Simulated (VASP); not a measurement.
**Ag3SnSe: single point with PBE**

Ag3SnSe:

```
Ag Sn Se
1.0
     4.90259    0.00000    0.00000
     0.00000    4.90259    0.00000
     0.00000    0.00000    4.90259
Ag Sn Se
3 1 1
Direct
  0.50000 0.00000 0.50000
  0.00000 0.50000 0.50000
  0.50000 0.50000 0.00000
  0.00000 0.00000 0.00000
  0.50000 0.50000 0.50000
```

```json
{
 "Program": "VASP 6.6.1",
 "Task": "single point",
 "Functional": "PBE",
 "Potentials or basis": "VASP PAW PBE potentials, release 64 (Ag, Sn_d, Se)",
 "Cutoff": "520 eV",
 "k mesh": "4 × 4 × 4",
 "Occupations": "gaussian, width 0.1 eV",
 "Spin": "no spin polarisation",
 "Dipole correction": "no",
 "Further INCAR settings": "ALGO = Normal; EDIFF = 1e-07; NBANDS = 34"
}
```

The pressure is 5.9 GPa.

Levels at points of the mesh, in eV from the Fermi level:
```
           k point  band 22  band 23  band 24  band 25  band 26  band 27  band 28  band 29  band 30  band 31
(0.00, 0.00, 0.00)    -4.33    -4.33    -4.20    -3.42     0.17     0.17     0.17     0.82     0.82     1.00
(0.50, 0.00, 0.00)    -4.33    -3.24    -3.24    -2.65    -1.95     0.47     0.47     1.31     3.35     4.69
(0.50, 0.50, 0.00)    -4.34    -3.50    -3.50    -2.49    -0.07     0.77     0.77     1.47     1.72     3.56
(0.50, 0.50, 0.50)    -3.94    -2.33    -2.33    -2.33    -2.29    -2.29    -2.29     5.11     5.11     5.11
```

It took 15 s on 1 thread of Intel(R) Xeon(R) 6975P-C (Granite Rapids) (shared host), peak memory 0.22 GiB.

Caveat: spin-orbit coupling is left out, which moves the levels of the heavy elements.
